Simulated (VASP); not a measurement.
NiSb: relaxation of cell and atoms with PBEsol

Crystal: NiSb.

```
Sb Ni
1.0
     4.04712    0.00000    0.00000
    -2.02356    3.50491    0.00000
     0.00000    0.00000    5.30635
Sb Ni
2 2
Direct
  0.33333 0.66667 0.25000
  0.66667 0.33333 0.75000
  0.00000 0.00000 0.00000
  0.00000 0.00000 0.50000
```

```json
{
 "Program": "VASP 6.6.1",
 "Task": "relaxation of cell and atoms",
 "Functional": "PBEsol",
 "Potentials or basis": "VASP PAW PBE potentials, release 64 (Sb, Ni)",
 "Cutoff": "600 eV",
 "k mesh": "6 × 6 × 4",
 "Occupations": "gaussian, width 0.1 eV",
 "Spin": "no spin polarisation",
 "Dipole correction": "no",
 "Further INCAR settings": "ALGO = Normal; EDIFF = 1e-07; IBRION = 2; EDIFFG = -0.05; NSW = 80; ISIF = 3"
}
```

```json
{
 "Relaxed volume": "16.84 Å³/atom",
 "Relaxed cell": "a = 3.900 Å, b = 3.900 Å, c = 5.115 Å, α = 90.00°, β = 90.00°, γ = 120.00°",
 "Space group after relaxing (to 0.1 Å)": "P6_3/mmc (No. 194)",
 "Energy gained by relaxing": "73.3 meV/atom",
 "Ionic steps": "4",
 "Pressure after relaxing": "0.2 GPa",
 "Band gap on the k mesh": "zero (bands 15 and 16 overlap by 3.46 eV)"
}
```

Stress tensor (GPa, compression positive):
```
 0.36  0.00  0.00
 0.00  0.36  0.00
 0.00  0.00 -0.23
```

Step by step:
```
step  energy change (eV)  largest force (eV/Å)  pressure (GPa)  volume (Å³)
   1              0.0000                0.0000          -10.74        75.27
   2             -0.1122                0.0000           12.33        62.35
   3             -0.2930                0.0000           -0.12        67.51
   4             -0.2930                0.0000            0.16        67.36
```

Final structure:
```xyz
4
Lattice="3.8998 0.0000 0.0000 -1.9499 3.3773 0.0000 0.0000 0.0000 5.1146" Properties=species:S:1:pos:R:3 pbc="T T T"
Sb    0.0000    2.2515    1.2786
Sb    1.9499    1.1258    3.8359
Ni    3.8998    0.0000    0.0000
Ni    0.0000    0.0000    2.5573
```

Levels at points of the mesh, in eV from the Fermi level:
```
           k point  band 13  band 14  band 15  band 16  band 17  band 18
(0.00, 0.00, 0.00)    -0.12     0.56     0.56     2.49     2.49     3.11
(0.50, 0.00, 0.00)    -1.72    -1.53    -1.45    -0.41     1.07     3.37
(0.00, 0.00, 0.50)     0.22     0.22     2.07     2.07     2.07     2.07
(0.50, 0.00, 0.50)    -1.93    -1.93     0.13     0.13     1.69     1.69
```

It took 96 s on 1 thread of AMD EPYC 7R13 Processor (Zen 3), on a shared host, peak memory 0.2 GiB.

Caveat: the PAW data sets were made with another functional, which shifts forces and pressure a little; spin-orbit coupling is left out, which moves the levels of the heavy elements. Spin polarisation is off, so any magnetic state and its effect on volume and gap are missing.
